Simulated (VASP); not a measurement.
Input of a VASP 6.6.1 run:

INCAR

```
  ALGO = Normal
  EDIFF = 1E-6
  EDIFFG = -0.01
  ENCUT = 600
  GGA = PS
  IBRION = 2
  ISIF = 3
  ISMEAR = -1
  IVDW = 12
  LASPH = T
  LCHARG = F
  LREAL = F
  LWAVE = F
  NELM = 60
  NSW = 60
  PREC = Accurate
  SIGMA = 0.05
```

Contents of KPOINTS:

```
k-points
0
Gamma
  7 7 8
```

Contents of POSCAR:

```
AlSn
1.0
    4.1981056157      0.0000000000      0.0000000000
   -2.0990528078      3.6356661109      0.0000000000
    0.0000000000      0.0000000000      3.3068470000
Sn Al
1 1
Direct
    0.3333333333      0.6666666667      0.5000000000
    0.0000000000      0.0000000000      0.0000000000
```

Potentials or basis: VASP PAW PBE potentials, release 64 (Sn_d, Al).

The run is started by

```sh
$ cat potpaw_PBE.64/Sn_d/POTCAR potpaw_PBE.64/Al/POTCAR > POTCAR
$ mpirun -np 1 vasp_std > vasp.out
```

(1) What does it give for the relaxed volume?

(2) Predict the relaxed cell.

Answers

(1) 23.45 Å³/atom.

(2) a = 4.080 Å, b = 4.080 Å, c = 3.253 Å, α = 90.00°, β = 90.00°, γ = 120.00°.

Caveat: the PAW data sets were made with another functional, which shifts forces and pressure a little; pairwise dispersion overbinds metals, which lowers pressure and volume.
